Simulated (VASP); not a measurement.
Input of a VASP 6.6.1 run:

File INCAR:

```
  PREC = Accurate
  ENCUT = 520
  EDIFF = 1E-6
  ISMEAR = -1
  SIGMA = 0.02
  LREAL = Auto
  LASPH = True
  NELM = 60
  ALGO = Normal
  ISIF = 2
  LWAVE = False
  LCHARG = False
  GGA = PE
  NBANDS = 89
  KPAR = 4
```

KPOINTS

```
regular mesh
0
Gamma
  5 5 4
```

File POSCAR:

```
Sr4GeN4
1.0
    6.7666372994      0.0000000000      0.0000000000
    3.3694397613      6.0062081381      0.0000000000
    2.3415755282      0.0036584984      8.2505935803
Sr Ge N
8 2 8
Direct
    0.3829474099      0.2052224116      0.8670245375
    0.6170525901      0.7947775884      0.1329754625
    0.7631358385      0.2737505117      0.0561446023
    0.2368641615      0.7262494883      0.9438553977
    0.4639404414      0.2733064540      0.4435408962
    0.5360595586      0.7266935460      0.5564591038
    0.0877153668      0.7934314355      0.3673274687
    0.9122846332      0.2065685645      0.6326725313
    0.1243310447      0.2519375783      0.2500177935
    0.8756689553      0.7480624217      0.7499822065
    0.2768797322      0.0395584648      0.4085796831
    0.7231202678      0.9604415352      0.5914203169
    0.1825330679      0.0398069338      0.0919186508
    0.8174669321      0.9601930662      0.9080813492
    0.2889344239      0.4198520976      0.1599724849
    0.7110655761      0.5801479024      0.8400275151
    0.2073451941      0.5773431038      0.6602781969
    0.7926548059      0.4226568962      0.3397218031
```

Potentials or basis: VASP PAW PBE potentials, release 64 (Sr_sv, Ge_d, N).

Command:

```console
$ cat potpaw_PBE.64/Sr_sv/POTCAR potpaw_PBE.64/Ge_d/POTCAR potpaw_PBE.64/N/POTCAR > POTCAR
$ mpirun -np 4 vasp_std > vasp.out
```

Estimate the band gap on the k mesh.

0.98 eV (least direct gap 1.04 eV).

Estimate the pressure.

0.1 GPa.

Estimate the largest force.

0.032 eV/Å.

Forces in eV/Å, atoms in the order of the input:
```
Sr  -0.006  0.020 -0.019
Sr   0.006 -0.020  0.019
Sr  -0.008  0.021  0.011
Sr   0.008 -0.021 -0.011
Sr   0.009  0.023 -0.013
Sr  -0.009 -0.023  0.013
Sr  -0.005 -0.023 -0.021
Sr   0.005  0.023  0.021
Ge  -0.003  0.018  0.000
Ge   0.003 -0.018  0.000
N   -0.006  0.007 -0.026
N    0.006 -0.007  0.026
N    0.008  0.008  0.022
N   -0.008 -0.008 -0.022
N   -0.010 -0.006  0.009
N    0.010  0.006 -0.009
N   -0.009  0.013  0.008
N    0.009 -0.013 -0.008
```

A k mesh can miss the band edges.
